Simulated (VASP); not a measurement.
Here is a VASP 6.6.1 calculation.

File INCAR:

```
ALGO     = Normal         # electronic algorithm
EDIFF    = 1E-6           # SCF threshold, eV
EDIFFG   = -0.04          # ionic threshold
ENCUT    = 600            # plane-wave cutoff, eV
GGA      = PE             # functional
IBRION   = 2              # ionic algorithm
ISIF     = 3              # what is computed and relaxed
ISMEAR   = 0              # smearing method
LASPH    = True           # aspherical terms in the spheres
LCHARG   = False          # write CHGCAR
LREAL    = False          # projectors in reciprocal space
LWAVE    = False          # write WAVECAR
NELM     = 80             # most SCF steps
NSW      = 90             # ionic steps
PREC     = Accurate       # precision mode
SIGMA    = 0.1            # smearing width, eV
```

Contents of KPOINTS:

```
k-points
0
Gamma
  4 4 4
```

The input POSCAR:

```
Ga2SeS3
1.0
    4.7603342424      0.0000000000      0.0000000000
    0.0000000000      4.7603342424      0.0000000000
    0.0000000000      0.0000000000      7.4233474047
Ga Se S
2 1 3
Direct
    0.5000000000      0.5000000000      0.6847100812
    0.5000000000      0.5000000000      0.3152899188
    0.5000000000      0.5000000000      0.0000000000
    0.5000000000      0.0000000000      0.5000000000
    0.0000000000      0.5000000000      0.5000000000
    0.0000000000      0.0000000000      0.5000000000
```

Potentials or basis: VASP PAW PBE potentials, release 64 (Ga_d, Se, S).

Launch:

```console
$ cat potpaw_PBE.64/Ga_d/POTCAR potpaw_PBE.64/Se/POTCAR potpaw_PBE.64/S/POTCAR > POTCAR
$ mpirun -np 1 vasp_std > vasp.out
```

Question: Estimate the relaxed cell.

Answer: a = 4.723 Å, b = 4.723 Å, c = 7.538 Å, α = 90.00°, β = 90.00°, γ = 90.00°.

Question: What does it give for the space group after relaxing (to 0.05 Å)?

Answer: P4/mmm (No. 123).

Question: Estimate the band gap on the k mesh.

Answer: Zero (band 25 reaches 1.73 eV, above the bottom of band 26 at 0.73 eV).

Forces in eV/Å, atoms in the order of the input:
```
Ga   0.000  0.000  0.020
Ga   0.000  0.000 -0.020
Se   0.000  0.000  0.000
S    0.000  0.000  0.000
S    0.000  0.000  0.000
S    0.000  0.000  0.000
```
